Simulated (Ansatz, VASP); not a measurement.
**Si3Mo: VASP beside Ansatz**

```
Si Mo
1.0
     3.82756    0.00000    0.00000
     0.00000    3.82756    0.00000
     0.00000    0.00000    3.82756
Si Mo
3 1
Cartesian
  0.0000 1.9138 1.9138
  1.9138 0.0000 1.9138
  1.9138 1.9138 0.0000
  0.0000 0.0000 0.0000
```

Alike in both runs: functional PBE; k mesh 4 × 4 × 4; occupations gaussian, width 0.1 eV; no spin polarisation.

Ansatz relaxed the structure, and its values are those at the end. VASP's run is a single point on that final structure, the one shown.

|  | VASP | Ansatz |
| --- | --- | --- |
| version | VASP 6.6.1 | Ansatz 0.2.0 |
| potentials or method | VASP PAW PBE potentials, release 64 (Si, Mo_sv), cutoff 520 eV | scalar-relativistic, plane waves, PAW |
| valence electrons in the cell | 26 | 26 |

|  | VASP | Ansatz | Ansatz less VASP |
| --- | --- | --- | --- |
| gap on the k mesh at the Fermi level (eV) | none | none | - |
| pressure (GPa) | -0.1 | -0.1 | -0.05 |

A gap of «none» marks a metal or a gap that the smearing closes. With one functional, cell and mesh, what is left measures potentials, basis and numerics.

The k mesh is coarse, so the values compare programs but aren't converged.
